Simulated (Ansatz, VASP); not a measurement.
## Two plane-wave programs on Mn

Contents of INCAR:

```
ALGO     = Fast           # electronic algorithm
EDIFF    = 1E-6           # SCF threshold, eV
ENCUT    = 520            # plane-wave cutoff, eV
GGA      = PS             # functional
ISIF     = 2              # what is computed and relaxed
ISMEAR   = 0              # smearing method
LASPH    = True           # aspherical terms in the spheres
LCHARG   = False          # write CHGCAR
LREAL    = False          # projectors in reciprocal space
LWAVE    = False          # write WAVECAR
NBANDS   = 20             # bands
NELM     = 100            # most SCF steps
PREC     = Accurate       # precision mode
SIGMA    = 0.15           # smearing width, eV
```

KPOINTS

```
k-points
0
Gamma
  21 21 12
```

The input POSCAR:

```
Mn
1.0
    2.4463910840      0.0000000000      0.0000000000
   -1.2231955420      2.1186368263      0.0000000000
    0.0000000000      0.0000000000      4.0261950000
Mn
2
Direct
    0.6666666667      0.3333333333      0.7500000000
    0.3333333333      0.6666666667      0.2500000000
```

Input for Ansatz:

```yaml
crystal:
  lattice:
    - [2.446391084, 0.0, 0.0]
    - [-1.223195542, 2.1186368263, 0.0]
    - [0.0, 0.0, 4.026195]
  atoms:
    - { symbol: Mn, position: [0.6666666667, 0.3333333333, 0.75] }
    - { symbol: Mn, position: [0.3333333333, 0.6666666667, 0.25] }
basis:
  ecutwfc: 420
kpoints:
  mp_grid: { grid: [21, 21, 12] }
hamiltonian:
  xc: pbesol
scf:
  occupations: { method: gaussian, width: 0.15 }
output:
  forces: true
  stress: true
  eigenvalues: true
```

Change from the starting cell: strain -0.015 along x and y, +0.000 along z, atoms carried along.

Alike in both runs: task single point; functional PBEsol; k mesh 21 × 21 × 12; occupations gaussian, width 0.15 eV; no spin polarisation.

|  | VASP | Ansatz |
| --- | --- | --- |
| version | VASP 6.6.1 | Ansatz 0.2.0 |
| potentials or method | VASP PAW PBE potentials, release 64 (Mn_pv), cutoff 520 eV | scalar-relativistic, plane waves, PAW |
| valence electrons in the cell | 26 | 30 |

VASP gave:

| Property | Result |
| --- | --- |
| gap on the k mesh at the Fermi level (eV) | none |
| pressure (GPa) | -3.1 |
| traceless stress, the component that is largest in VASP (GPa) | -4.54 |

**Question.** Estimate Ansatz's values.

**Answer.** gap on the k mesh at the Fermi level (eV): none; pressure (GPa): -3.2; traceless stress, the component that is largest in VASP (GPa): -4.48.

VASP's potentials were made for PBE, not for PBEsol. A gap of «none» marks a metal or a gap that the smearing closes. VASP's potentials hold 26 valence electrons a cell and Ansatz's 30, so a difference there can come from the potentials and not from the codes.
